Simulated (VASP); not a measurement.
GaN:

```
CELL_PARAMETERS angstrom
0.00000 2.26842 2.26842
2.26842 0.00000 2.26842
2.26842 2.26842 0.00000
ATOMIC_POSITIONS crystal
Ga 0.00000 0.00000 0.00000
N 0.25000 0.25000 0.25000
```

Base run:

```yaml
Program: VASP 6.6.1
Functional: revPBE
Dispersion: D3(BJ)
Potentials_or_basis: VASP PAW PBE potentials, release 64 (Ga_d, N)
Cutoff: 520 eV
k_mesh: 10 × 10 × 10
Occupations: fermi-dirac, width 0.05 eV
Spin: no spin polarisation
```

Its results: band gap on the k mesh 1.64 eV, direct; pressure -2.9 GPa.

**Question.** The run is repeated on the same cell with these changes: functional from revPBE to r2SCAN. What comes out?

**Answer.** Band gap on the k mesh 1.99 eV, direct; pressure -5.4 GPa.

r2SCAN gives the wider gap, since meta-GGAs in the generalised Kohn-Sham scheme recover part of the derivative discontinuity.

Caveats: the PAW data sets were made with another functional, which shifts forces and pressure a little.

